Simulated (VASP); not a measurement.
Slab: SnSe, a slab with vacuum.

```xyz
4
Lattice="4.2853 0.0000 0.0000 0.0000 4.2853 0.0000 0.0000 0.0000 10.9907" Properties=species:S:1:pos:R:3 pbc="T T T"
Sn    0.0000    2.1427    6.8996
Sn    2.1427    0.0000    4.0911
Se    0.0000    2.1427    4.2200
Se    2.1427    0.0000    6.7707
```

Base run:

* Program: VASP 6.6.1
* Functional: PBEsol
* Potentials or basis: VASP PAW PBE potentials, release 64 (Sn_d, Se)
* Cutoff: 520 eV
* k mesh: 6 × 6 × 3
* Occupations: fermi-dirac, width 0.05 eV
* Spin: no spin polarisation

Its results: band gap on the k mesh 1.47 eV, direct; largest force 0.094 eV/Å.

**Question.** The run is repeated on the same cell with these changes: functional from PBEsol to PBE-based screened hybrid; k mesh from 6 × 6 × 3 to 3 × 3 × 2. What comes out?

**Answer.** Band gap on the k mesh 1.61 eV, direct; largest force 0.617 eV/Å.

Several settings changed at once, so the effect can't be laid on one alone.

Caveats: some runs use coarse meshes; the PAW data sets were made with another functional, which shifts forces and pressure a little; spin-orbit coupling is left out, which moves the levels of the heavy elements.

A k mesh can miss the band edges.
